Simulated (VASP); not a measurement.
The system is KBr.

```xyz
2
Lattice="0.0000 3.2197 3.3244 3.2197 0.0000 3.3244 3.2197 3.2197 0.0000" Properties=species:S:1:pos:R:3 pbc="T T T"
K     0.0000    0.0000    0.0000
Br    3.2197    3.2197    3.3244
```

This cell differs from its parent crystal: epitaxial xy strain -2.5%.

Base run:

```yaml
Program: VASP 6.6.1
Functional: PBE
Potentials_or_basis: VASP PAW PBE potentials, release 64 (K_sv, Br)
Cutoff: 520 eV
k_mesh: 4 × 4 × 4
Occupations: gaussian, width 0.01 eV
Spin: no spin polarisation
```

Its results: band gap on the k mesh 4.54 eV; pressure 1.6 GPa.

The run is repeated on the same cell with these changes: functional from PBE to HSE06. What comes out?

Band gap on the k mesh 5.71 eV; pressure 1.3 GPa.

Caveats: the PAW data sets were made with another functional, which shifts forces and pressure a little (at least some runs).

